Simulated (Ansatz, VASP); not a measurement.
**Mg: VASP beside Ansatz**

```xyz
2
Lattice="3.1793 0.0000 0.0000 -1.5896 2.7533 0.0000 0.0000 0.0000 5.1569" Properties=species:S:1:pos:R:3 pbc="T T T"
Mg    0.0000    1.8355    1.2892
Mg    1.5896    0.9178    3.8677
```

Alike in both runs: task single point; functional r2SCAN; k mesh 9 × 9 × 5; occupations fermi-dirac, width 0.1 eV; no spin polarisation.

```csv
,VASP,Ansatz
version,VASP 6.6.1,Ansatz 0.2.0
potentials or method,"VASP PAW PBE potentials, release 64 (Mg), cutoff 520 eV","plane waves (500 eV) with PAW, scalar-relativistic"
valence electrons in the cell,4,20
```

```tsv
	VASP	Ansatz	Ansatz less VASP
pressure (GPa)	-0.2	0.0	+0.27
traceless stress, the component that is largest in VASP (GPa)	0.19	0.19	+0.004
```

VASP's potentials were made for PBE, not for r2SCAN. With one functional, cell and mesh, what is left measures potentials, basis and numerics. VASP's potentials hold 4 valence electrons a cell and Ansatz's 20, so a difference there can come from the potentials and not from the codes.
